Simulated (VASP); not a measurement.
TiO2, 12 atoms in the cell. It takes space group Pbcn (No. 60, orthorhombic). Conventional cell: a = 4.545 Å, b = 5.520 Å, c = 4.909 Å, α = 90.00°, β = 90.00°, γ = 90.00°. Ti (site symmetry 2) has 6 O at 1.88 to 2.09 Å within 2.5 Å. O (site symmetry 1) has 3 Ti at 1.88 to 2.09 Å and 12 O at 2.58 to 2.97 Å within 3.0 Å. 

| Property | Result |
| --- | --- |
| Program | VASP 6.6.1 |
| Task | relaxation of cell and atoms |
| Functional | PBE |
| Potentials or basis | VASP PAW PBE potentials, release 64 (Ti_sv, O) |
| Cutoff | 600 eV |
| k mesh | 6 × 5 × 6 |
| Occupations | fermi-dirac, width 0.05 eV |
| Spin | no spin polarisation |
| Dipole correction | no |
| Further INCAR settings | ALGO = Normal; EDIFF = 1e-06; IBRION = 2; EDIFFG = -0.01; NSW = 60; ISIF = 3 |

Potentials or basis: VASP PAW PBE potentials, release 64 (Ti_sv, O).

Run with:

```sh
$ cat potpaw_PBE.64/Ti_sv/POTCAR potpaw_PBE.64/O/POTCAR > POTCAR
$ mpirun -np 1 vasp_std > vasp.out
```

Hardware: 1 thread of Oxide Virtual Turin-like Processor (shared host).

Estimate the wall time of this run.

It took 61 min on 1 thread of Oxide Virtual Turin-like Processor, with other jobs on the host, peak memory 0.43 GiB. Counts: scf iterations 87, k points 48, ion steps 11.
